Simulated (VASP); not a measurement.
Input of a VASP 6.6.1 run:

The input INCAR:

```
SYSTEM = Zn2GeN
  ALGO = Normal
  EDIFF = 1E-6
  ENCUT = 520
  GGA = PE
  ISIF = 2
  ISMEAR = 0
  LASPH = .TRUE.
  LCHARG = .TRUE.
  LELF = .TRUE.
  LREAL = .FALSE.
  LVHAR = .TRUE.
  LWAVE = .FALSE.
  NBANDS = 30
  NELM = 100
  PREC = Accurate
  SIGMA = 0.1
```

The input KPOINTS:

```
k-points
0
G
  6 6 4
  0 0 0
```

File POSCAR:

```
Zn2GeN
1.0
    3.8930753500      0.0000000000      0.0000000000
   -1.9465376700      3.3715021500      0.0000000000
    0.0000000000      0.0000000000      4.3932189300
Zn Ge N
2 1 1
Direct
    0.6666666700      0.3333333300      0.5000000000
    0.3333333300      0.6666666700      0.5000000000
    0.3333333300      0.6666666700      0.0000000000
    0.0000000000      0.0000000000      0.5000000000
```

Potentials or basis: VASP PAW PBE potentials, release 64 (Zn, Ge_d, N).

Command:

```sh
$ cat potpaw_PBE.64/Zn/POTCAR potpaw_PBE.64/Ge_d/POTCAR potpaw_PBE.64/N/POTCAR > POTCAR
$ mpirun -np 1 vasp_std > vasp.out
```

(1) Estimate the pressure.

Answers

(1) 22.7 GPa.
